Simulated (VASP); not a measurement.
PbS:

```xyz
4
Lattice="2.0800 -5.9913 0.0000 2.0800 5.9913 0.0000 0.0000 0.0000 4.2793" Properties=species:S:1:pos:R:3 pbc="T T T"
Pb    2.0800   -4.4268    3.2095
Pb    2.0800    4.4268    1.0698
S     2.0800   -1.7399    3.2095
S     2.0800    1.7399    1.0698
```

Base run:

- Program: VASP 6.6.1
- Functional: PBEsol
- Potentials or basis: VASP PAW PBE potentials, release 64 (Pb_d, S)
- Cutoff: 520 eV
- k mesh: 4 × 4 × 4
- Occupations: fermi-dirac, width 0.02 eV
- Spin: no spin polarisation

Its results: band gap on the k mesh 1.22 eV, indirect (least direct gap 1.57 eV); pressure -2.0 GPa; largest force 0.041 eV/Å.

Q: After a change of settings the same cell gave: band gap on the k mesh 1.13 eV, indirect (least direct gap 1.32 eV); pressure -2.0 GPa; largest force 0.100 eV/Å. Which change was it?
A. k mesh from 4 × 4 × 4 to 3 × 3 × 3
B. k mesh from 4 × 4 × 4 to 2 × 2 × 2
C. k mesh from 4 × 4 × 4 to 4 × 4 × 3; further incar settings from ALGO = Normal; EDIFF = 1e-06; NBANDS = 28 to ALGO = Normal; EDIFF = 1e-07; NBANDS = 28

A: C.

Caveats: some runs use coarse meshes; the PAW data sets were made with another functional, which shifts forces and pressure a little; spin-orbit coupling is left out, which moves the levels of the heavy elements.
